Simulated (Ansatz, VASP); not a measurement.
C: VASP beside Ansatz

INCAR

```
SYSTEM = C
ALGO = Normal
EDIFF = 1E-8
ENCUT = 520
ISIF = 2
ISMEAR = -1
LASPH = .TRUE.
LCHARG = .FALSE.
LEFG = .TRUE.
LREAL = .FALSE.
LWAVE = .FALSE.
NBANDS = 11
NELM = 100
PREC = Accurate
SIGMA = 0.08
```

Contents of KPOINTS:

```
k-points
0
G
  20 20 20
  0 0 0
```

POSCAR

```
C
1.0
    0.0535020000      1.8101510000      1.8101510000
    1.8101510000      0.0535020000      1.8101510000
    1.8101510000      1.8101510000      0.0535020000
C
2
Direct
    0.5000000000      0.5000000000      0.5000000000
    0.7500000000      0.7500000000      0.7500000000
```

Input for Ansatz:

```yaml
crystal:
  lattice:
    - [0.053502, 1.810151, 1.810151]
    - [1.810151, 0.053502, 1.810151]
    - [1.810151, 1.810151, 0.053502]
  atoms:
    - { symbol: C, position: [0.5, 0.5, 0.5] }
    - { symbol: C, position: [0.75, 0.75, 0.75] }
kpoints:
  mp_grid: { grid: [20, 20, 20] }
scf:
  occupations: { method: fermi_dirac, width: 0.08 }
hamiltonian:
  xc: lda
  pseudopotentials: { kind: paw }
output:
  forces: true
  stress: true
  eigenvalues: true
  efg: { contact_densities: true }
  write_density: true
  write_potential: true
  elf: true
  volumetric_format: npy
```

Change from the starting cell: equal xy, yz and zx shear strains of +3 %, PAW files.

Alike in both runs: task electric field gradients; functional LDA; k mesh 20 × 20 × 20; occupations fermi-dirac, width 0.08 eV; no spin polarisation.

|  | VASP | Ansatz |
| --- | --- | --- |
| version | VASP 6.6.1 | Ansatz 0.2.0 |
| potentials or method | VASP PAW LDA potentials, release 64 (C) | PAW with Ansatz's default frozen-core files, scalar-relativistic |
| plane-wave cutoff (eV) | 520 | 420 |
| valence electrons in the cell | 8 | 8 |

```tsv
	VASP	Ansatz	Ansatz less VASP
gap on the k mesh at the Fermi level (eV)	3.99	3.99	+0.004
pressure (GPa)	-10.3	-11.8	-1.47
traceless stress, the component that is largest in VASP (GPa)	-16.23	-16.14	+0.091
rms of the force components (eV/Å)	0.019	0.010	-0.0088
size of Vzz on the site where it differs most (V/Å²)	6.5	6.1	-0.44
```

LDA's correlation is that of Perdew and Zunger in VASP and of Perdew and Wang (1992) in Ansatz. Atom by atom the forces differ by 0.009 eV/Å (rms over components).
